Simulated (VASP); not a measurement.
Input of a VASP 6.6.1 run:

File INCAR:

```
SYSTEM = C
  PREC = Accurate
  ENCUT = 520
  EDIFF = 1E-6
  ISMEAR = 0
  SIGMA = 0.15
  LREAL = .False.
  LASPH = .True.
  NELM = 60
  ALGO = Normal
  ISIF = 2
  LWAVE = .False.
  LCHARG = .False.
  GGA = PS
  NBANDS = 16
```

File KPOINTS:

```
Automatic mesh
0
Gamma
  18 18 6
  0 0 0
```

The input POSCAR:

```
C
1.0
    2.3439101848      0.0000000000      0.0000000000
   -1.1719550924      2.1293252536      0.0000000000
    0.0000000000      0.0000000000      7.2458067263
C
4
Direct
   -0.1732438402      0.0000000000      0.0025000000
    0.1732438402      0.0000000000      0.5025000000
    0.1600733669      0.6666666667      0.0025000000
    0.8399266331      0.3333333333      0.5025000000
```

Potentials or basis: VASP PAW PBE potentials, release 64 (C).

Command:

```bash
$ cat potpaw_PBE.64/C/POTCAR > POTCAR
$ mpirun -np 1 vasp_std > vasp.out
```

Q: What does it give for the largest force?

A: 0.847 eV/Å.

Q: Predict the pressure.

A: 22.0 GPa.

Q: Estimate the band gap on the k mesh.

A: 0.41 eV, indirect (the least direct gap lies 3.1 meV higher).

Forces in eV/Å, atoms in the order of the input:
```
C    0.009  0.829  0.000
C   -0.009 -0.829  0.000
C    0.000 -0.847  0.000
C    0.000  0.847  0.000
```

Caveat: the cell differs from its parent crystal (mode 4 frozen in at -0.426 Å, normal strain along x -0.0467); the PAW data sets were made with another functional, which shifts forces and pressure a little; this functional lacks dispersion, which binds the layers, so the pressure and a relaxed spacing across them are unreliable. A k mesh can miss the band edges.
